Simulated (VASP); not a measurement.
# Ni in VASP: single point with LDA

Aim: the single point of Ni with LDA.

Program: VASP 6.6.1. These are calculated values, not measurements. Logs are shortened: lines on timing, memory, paths and dates and some standing lists are left out, and cuts for length are marked.

### 1 The cell of the first run

The cell holds a slab with vacuum, 5 atoms: a = 2.422 Å, b = 3.425 Å, c = 17.658 Å, α = 90.00°, β = 90.00°, γ = 90.00°.

### 2 Single point, LDA, collinear spin, ferromagnetic start

The input, INCAR:

```
SYSTEM = Ni
PREC = Accurate
ENCUT = 520
EDIFF = 1E-7
ISMEAR = -1
SIGMA = 0.1
LREAL = .False.
LASPH = .True.
NELM = 150
ALGO = Normal
ISIF = 2
LWAVE = .False.
LCHARG = .True.
ISPIN = 2
MAGMOM = 1 1 1 1 1
LORBIT = 11
LMAXMIX = 4
LDIPOL = .True.
IDIPOL = 3
DIPOL = 0.5 0.5 0.500
LELF = .True.
LVHAR = .True.
LVACPOTAV = .True.
NBANDS = 37
```

The input, KPOINTS:

```
regular mesh
0
Gamma
  15 11 1
  0 0 0
```

The input, POSCAR:

```
Ni
1.0
    2.4218354203      0.0000000000      0.0000000000
    0.0000000000      3.4249924972      0.0000000000
    0.0000000000      0.0000000000     17.6578000000
Ni
5
Direct
    0.0000000000      0.0000000000      0.3681097300
    0.5000000000      0.5000000000      0.4290431818
    0.0000000000      0.0000000000      0.5000000499
    0.5000000000      0.5000000000      0.5709568628
    0.0000000000      0.0000000000      0.6318902700
```

Potentials or basis: VASP PAW LDA potentials, release 64 (Ni).

Launch:

```bash
$ cat potpaw_LDA.64/Ni/POTCAR > POTCAR
$ mpirun -np 1 vasp_std > vasp.out
```

OUTCAR:

```text
SYSTEM = Ni
   PREC = Accurate
   ENCUT = 520
   EDIFF = 1E-7
   ISMEAR = -1
   LREAL = .False.
   LASPH = .True.
   NELM = 150
   ISIF = 2
   ISPIN = 2
   LORBIT = 11

 ion  position               nearest neighbor table
   1  0.000  0.000  0.368-   3 2.33   2 2.36   2 2.36   2 2.36   2 2.36
   2  0.500  0.500  0.429-   1 2.36   1 2.36   1 2.36   1 2.36   3 2.44   3 2.44   3 2.44   3 2.44
                             4 2.51
   3  0.000  0.000  0.500-   5 2.33   1 2.33   4 2.44   4 2.44   4 2.44   4 2.44   2 2.44   2 2.44
                             2 2.44   2 2.44
   4  0.500  0.500  0.571-   5 2.36   5 2.36   5 2.36   5 2.36   3 2.44   3 2.44   3 2.44   3 2.44
                             2 2.51
   5  0.000  0.000  0.632-   3 2.33   4 2.36   4 2.36   4 2.36   4 2.36

  LATTYP: Found a simple orthorhombic cell.
 ALAT       =     2.4218354203
 B/A-ratio  =     1.4142135624
 C/A-ratio  =     7.2910817358

  Lattice vectors:

 A1 = (   2.4218354203,   0.0000000000,   0.0000000000)
 A2 = (   0.0000000000,   3.4249924972,   0.0000000000)
 A3 = (   0.0000000000,   0.0000000000,  17.6578000000)

Analysis of symmetry for initial positions (statically):
=====================================================================
 Subroutine PRICEL returns:
 Original cell was already a primitive cell.

 Routine SETGRP: Setting up the symmetry group for a
 simple orthorhombic supercell.

 Subroutine GETGRP returns: Found  8 space group operations
 (whereof  8 operations were pure point group operations)
 out of a pool of  8 trial point group operations.

The static configuration has the point symmetry D_2h.

Analysis of symmetry for dynamics (positions and initial velocities):
=====================================================================
 Subroutine PRICEL returns:
 Original cell was already a primitive cell.

 Routine SETGRP: Setting up the symmetry group for a
 simple orthorhombic supercell.

 Subroutine GETGRP returns: Found  8 space group operations
 (whereof  8 operations were pure point group operations)
 out of a pool of  8 trial point group operations.

The dynamic configuration has the point symmetry D_2h.

Analysis of structural, dynamic, and magnetic symmetry:
=====================================================================
 Subroutine PRICEL returns:
 Original cell was already a primitive cell.

 Routine SETGRP: Setting up the symmetry group for a
 simple orthorhombic supercell.

 Subroutine GETGRP returns: Found  8 space group operations
 (whereof  8 operations were pure point group operations)
 out of a pool of  8 trial point group operations.

The overall configuration has the point symmetry D_2h.

 Subroutine INISYM returns: Found  8 space group operations
 (whereof  8 operations are pure point group operations),
 and found     1 'primitive' translations

----------------------------------------------------------------------------------------

                                     Primitive cell

  volume of cell :     146.4674

  direct lattice vectors                    reciprocal lattice vectors
     2.421835420  0.000000000  0.000000000     0.412909974  0.000000000  0.000000000
     0.000000000  3.424992497  0.000000000     0.000000000  0.291971443  0.000000000
     0.000000000  0.000000000 17.657800000     0.000000000  0.000000000  0.056632197

  length of vectors
     2.421835420  3.424992497 17.657800000     0.412909974  0.291971443  0.056632197

  position of ions in fractional coordinates (direct lattice)
     0.000000000  0.000000000  0.368109730
     0.500000000  0.500000000  0.429043182
     0.000000000  0.000000000  0.500000050
     0.500000000  0.500000000  0.570956863
     0.000000000  0.000000000  0.631890270

  ion indices of the primitive-cell ions
   primitive index   ion index
                 1           1
                 2           2
                 3           3
                 4           4
                 5           5

----------------------------------------------------------------------------------------

 KPOINTS: regular mesh

Automatic generation of k-mesh.
 Grid dimensions read from file:
 generate k-points for:   15   11    1

 Generating k-lattice:

  Cartesian coordinates                     Fractional coordinates (reciprocal lattice)
     0.027527332  0.000000000  0.000000000     0.066666667  0.000000000  0.000000000
     0.000000000  0.026542858  0.000000000     0.000000000  0.090909091  0.000000000
     0.000000000  0.000000000  0.056632197     0.000000000  0.000000000  1.000000000

  Length of vectors
     0.027527332  0.026542858  0.056632197

  Shift w.r.t. Gamma in fractional coordinates (k-lattice)
     0.000000000  0.000000000  0.000000000

 Subroutine IBZKPT returns following result:
 ===========================================

 Found     48 irreducible k-points:

 Following reciprocal coordinates:
            Coordinates               Weight
  0.000000  0.000000  0.000000      1.000000
  0.066667  0.000000  0.000000      2.000000
  0.133333  0.000000  0.000000      2.000000
  0.200000  0.000000  0.000000      2.000000
  0.266667  0.000000  0.000000      2.000000
  0.333333  0.000000  0.000000      2.000000
[... 16 lines left out ...]
  0.400000  0.181818  0.000000      4.000000
  0.466667  0.181818  0.000000      4.000000
 [... further k-points ...]
   k-points           NKPTS =     48   k-points in BZ     NKDIM =     48   number of bands    NBANDS=     37
   number of dos      NEDOS =    301   number of ions     NIONS =      5
   total plane-waves  NPLWV =  70560
   dimension x,y,z NGX =    18 NGY =   28 NGZ =  140
   dimension x,y,z NGXF=    36 NGYF=   56 NGZF=  280
   ions per type =               5
   NGX,Y,Z   is equivalent  to a cutoff of  12.36, 13.59, 13.18 a.u.
   NGXF,Y,Z  is equivalent  to a cutoff of  24.71, 27.18, 26.36 a.u.
 SYSTEM =  Ni
   PREC   = accura    normal or accurate (medium, high low for compatibility)
   ISTART =      0    job   : 0-new  1-cont  2-samecut
   ICHARG =      2    charge: 1-file 2-atom 10-const
   ISPIN  =      2    spin polarized calculation?
   LNONCOLLINEAR =      F non collinear calculations
   LSORBIT =      F    spin-orbit coupling
   LASPH  =      T    aspherical Exc in radial PAW
   ENCUT  =  520.0 eV  38.22 Ry    6.18 a.u.   4.50  6.37 32.83*2*pi/ulx,y,z
   NELM   =    150;   NELMIN=  2; NELMDL= -5     # of ELM steps
   EDIFF  = 0.1E-06   stopping-criterion for ELM
   LREAL  =      F    real-space projection
   EDIFFG = 0.1E-05   stopping-criterion for IOM
   NSW    =      0    number of steps for IOM
   IBRION =     -1    ionic relax: 0-MD 1-quasi-New 2-CG
   NFREE  =      0    steps in history (QN), initial steepest desc. (CG)
   ISIF   =      2    stress and relaxation
   ISYM   =      2    0-nonsym 1-usesym 2-fastsym
   POTIM  = 0.5000    time-step for ionic-motion
   TEBEG  =    0.0;   TEEND  =   0.0 temperature during run
   PSTRESS=    0.0 pullay stress
   NELECT =      50.0000    total number of electrons
   NUPDOWN=      -1.0000    fix difference up-down
   EMIN   =  10.00;   EMAX   =-10.00  energy-range for DOS
   EFERMI =   0.00;   METHOD = LEGACY
   ISMEAR =    -1;   SIGMA  =   0.10  broadening in eV -4-tet -1-fermi 0-gaus
   EFERMI_NEDOS =   21; number of points for ismear=-14 and -15
   IALGO  =     38    algorithm
   IMIX   =      4    mixing-type and parameters
     AMIX     =   0.40;   BMIX     =  1.00
     AMIX_MAG =   1.60;   BMIX_MAG =  1.00
  volume/ion in A,a.u.               =      29.29       197.68
  Fermi-wavevector in a.u.,A,eV,Ry     =   1.144154  2.162138 17.811234  1.309089
  Thomas-Fermi vector in A             =   2.280847
   LORBIT       =     11    0 simple, 1 ext, 2 COOP (PROOUT), +10 PAW based schemes
   GGA     = CA    functional components
   LHFCALC =     F    Hartree Fock is set to
   AEXX    =    0.0000 exact exchange contribution
   IVDW    =     0    specifies the selected vdW correction
   LEPSILON=     F    determine dielectric tensor
   LRPA    =     F    only Hartree local field effects (RPA)
 spin polarized calculation
  energy-cutoff  :      520.00
  volume of cell :      146.47
 maximum number of plane-waves:      3990
 NGX is ok and might be reduce to    18
   NGX =  9   NGY = 13   NGZ = 65

 number of electron      49.9999995 magnetization       3.1723962

 dipolmoment           0.000000      0.000000     -0.000006 electrons x Angstroem

 Free energy of the ion-electron system (eV)
  ---------------------------------------------------
  ext. energy  EPLUGINS =         0.00000000
  ---------------------------------------------------
  free energy    TOTEN  =       -30.01094574 eV

  energy without entropy =      -29.71284472  energy(sigma->0) =      -29.86189523

 E-fermi :   0.3116     XC(G=0):  -6.0289

 val. band max:        0.3096664794   @ k =   0.0667   0.4545   0.0000
 cond. band min:       0.3149961624   @ k =   0.0667   0.2727   0.0000
 fundamental gap:      0.0053296830
 Fermi energy:         0.3115980653

 spin component 1

 k-point     1 :       0.0000    0.0000    0.0000
  band No.  band energies     occupation
      1      -8.4146      1.00000
      2      -6.3116      1.00000
      3      -4.4483      1.00000
      4      -4.0928      1.00000
      5      -3.7322      1.00000
      6      -3.6212      1.00000
[... 29 lines left out ...]
     36       8.5378      0.00000
     37      10.6774      0.00000

 k-point     2 :       0.0667    0.0000    0.0000
  band No.  band energies     occupation
      1      -8.2944      1.00000
      2      -6.2048      1.00000
      3      -4.3883      1.00000
      4      -4.0264      1.00000
      5      -3.6625      1.00000
      6      -3.5543      1.00000
[... 29 lines left out ...]
     36       8.6512      0.00000
     37      10.7063      0.00000
[... 838 lines left out ...]
     36      10.0658      0.00000
     37      10.6546      0.00000

 k-point    24 :       0.4667    0.1818    0.0000
  band No.  band energies     occupation
      1      -4.4477      1.00000
      2      -4.4181      1.00000
      3      -4.0410      1.00000
      4      -3.9948      1.00000
      5      -3.7905      1.00000
      6      -3.5958      1.00000
[... 29 lines left out ...]
     36      10.7483      0.00000
     37      10.9217      0.00000

 [... further k-points ...]

 spin component 2

 k-point     1 :       0.0000    0.0000    0.0000
  band No.  band energies     occupation
      1      -8.3587      1.00000
      2      -6.2308      1.00000
      3      -4.0774      1.00000
      4      -3.7220      1.00000
      5      -3.2602      1.00000
      6      -3.2192      1.00000
[... 29 lines left out ...]
     36       8.6185      0.00000
     37      10.9510      0.00000

 k-point     2 :       0.0667    0.0000    0.0000
  band No.  band energies     occupation
      1      -8.2383      1.00000
      2      -6.1228      1.00000
      3      -4.0161      1.00000
      4      -3.6446      1.00000
      5      -3.1903      1.00000
      6      -3.1625      1.00000
[... 29 lines left out ...]
     36       8.7315      0.00000
     37      10.9774      0.00000
[... 838 lines left out ...]
     36      10.1205      0.00000
     37      10.7539      0.00000

 k-point    24 :       0.4667    0.1818    0.0000
  band No.  band energies     occupation
      1      -4.1164      1.00000
      2      -4.0984      1.00000
      3      -3.6871      1.00000
      4      -3.5113      1.00000
      5      -3.3413      1.00000
      6      -3.1108      1.00000
[... 29 lines left out ...]
     36      10.9473      0.00000
     37      11.1489      0.00000

 [... further k-points ...]
[... 5 lines left out ...]
  --------------------------------------------------------------------------------------
  -------------------------------------------------------------------------------------
  Total       -2.5752087     -2.0191261     -0.0707794     -0.0000000      0.0000000      0.0000000
  in kB      -28.1696967    -22.0868193     -0.7742419     -0.0000000      0.0000000      0.0000000
  external PRESSURE =     -17.0102526 kB  Pullay stress =       0.0000000 kB

 VOLUME and BASIS-vectors are now :
 -----------------------------------------------------------------------------
  energy-cutoff  :      520.00
  volume of cell :      146.47
      direct lattice vectors                 reciprocal lattice vectors
     2.421835420  0.000000000  0.000000000     0.412909974  0.000000000  0.000000000
     0.000000000  3.424992497  0.000000000     0.000000000  0.291971443  0.000000000
     0.000000000  0.000000000 17.657800000     0.000000000  0.000000000  0.056632197

 POSITION                                       TOTAL-FORCE (eV/Angst)
 -----------------------------------------------------------------------------------
      0.00000      0.00000      6.50001         0.000000      0.000000      0.005816
      1.21092      1.71250      7.57596         0.000000      0.000000      0.017175
      0.00000      0.00000      8.82890         0.000000      0.000000      0.000000
      1.21092      1.71250     10.08184         0.000000      0.000000     -0.017175
      0.00000      0.00000     11.15779         0.000000     -0.000000     -0.005816
 -----------------------------------------------------------------------------------
    total drift:                                0.000000      0.000000     -0.001135

  FREE ENERGIE OF THE ION-ELECTRON SYSTEM (eV)
  ---------------------------------------------------
  free  energy   TOTEN  =       -30.0109457374 eV

  energy  without entropy=      -29.7128447168  energy(sigma->0) =      -29.86189523

 vacuum level on the upper side and lower side of the slab         5.265         5.265

 total charge

# of ion       s       p       d       tot
------------------------------------------
    1        0.515   0.377   8.367   9.259
    2        0.536   0.544   8.359   9.439
    3        0.534   0.566   8.376   9.475
    4        0.536   0.544   8.359   9.439
    5        0.515   0.377   8.367   9.259
--------------------------------------------------
tot          2.636   2.409  41.828  46.872

 magnetization (x)

# of ion       s       p       d       tot
------------------------------------------
    1       -0.001  -0.008   0.704   0.695
    2       -0.005  -0.018   0.600   0.577
    3       -0.005  -0.016   0.623   0.602
    4       -0.005  -0.018   0.600   0.577
    5       -0.001  -0.008   0.704   0.695
--------------------------------------------------
tot         -0.017  -0.069   3.232   3.146
```

It took 21 min on 1 thread of Oxide Virtual Turin-like, shared host; peak memory 0.42 GiB.

Results:

```yaml
Free_energy: -30.0109 eV
Largest_force: 0.017 eV/Å
Net_moment: 3.17 μB per cell
Site_moments: Ni +0.69, +0.58, +0.60 (each value once) μB
Valence_electrons_inside_the_program's_atomic_spheres: Ni 9.26, 9.44, 9.47 (each value once)
```

Forces in eV/Å, atoms in the order of the input:
```
Ni   0.000  0.000  0.006
Ni   0.000  0.000  0.017
Ni   0.000  0.000  0.000
Ni   0.000  0.000 -0.017
Ni   0.000  0.000 -0.006
```
